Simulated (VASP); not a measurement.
Input of a VASP 6.6.1 run:

File INCAR:

```
PREC     = Accurate       # precision mode
ENCUT    = 520            # plane-wave cutoff, eV
EDIFF    = 1E-6           # SCF threshold, eV
ISMEAR   = 0              # smearing method
SIGMA    = 0.2            # smearing width, eV
LREAL    = False          # projectors in reciprocal space
LASPH    = True           # aspherical terms in the spheres
NELM     = 60             # most SCF steps
ALGO     = Fast           # electronic algorithm
ISIF     = 2              # what is computed and relaxed
LWAVE    = False          # write WAVECAR
LCHARG   = False          # write CHGCAR
GGA      = PE             # functional
NBANDS   = 41             # bands
```

KPOINTS

```
Automatic mesh
0
Gamma
  3 3 3
```

The input POSCAR:

```
In4Ru
1.0
    5.1780901228      0.0000000000      0.0000000000
    0.0000000000      5.1780901228      0.0000000000
    0.0000000000      0.0000000000      5.1780901228
In Ru
4 1
Direct
    0.0000000000      0.0000000000      0.0000000000
    0.5000000000      0.5000000000      0.0000000000
    0.5000000000      0.0000000000      0.5000000000
    0.0000000000      0.5000000000      0.5000000000
    0.5000000000      0.5000000000      0.5000000000
```

Potentials or basis: VASP PAW PBE potentials, release 64 (In_d, Ru_pv).

Run with:

```bash
$ cat potpaw_PBE.64/In_d/POTCAR potpaw_PBE.64/Ru_pv/POTCAR > POTCAR
$ mpirun -np 1 vasp_std > vasp.out
```

Question: What does it give for the band gap on the k mesh?

Answer: Zero (band 33 reaches 6.52 eV, above the bottom of band 34 at 6.42 eV).

Question: What does it give for the pressure?

Answer: 0.5 GPa.

Caveat: the k points lie up to 0.40 Å⁻¹ apart; spin-orbit coupling is left out, which moves the levels of the heavy elements.
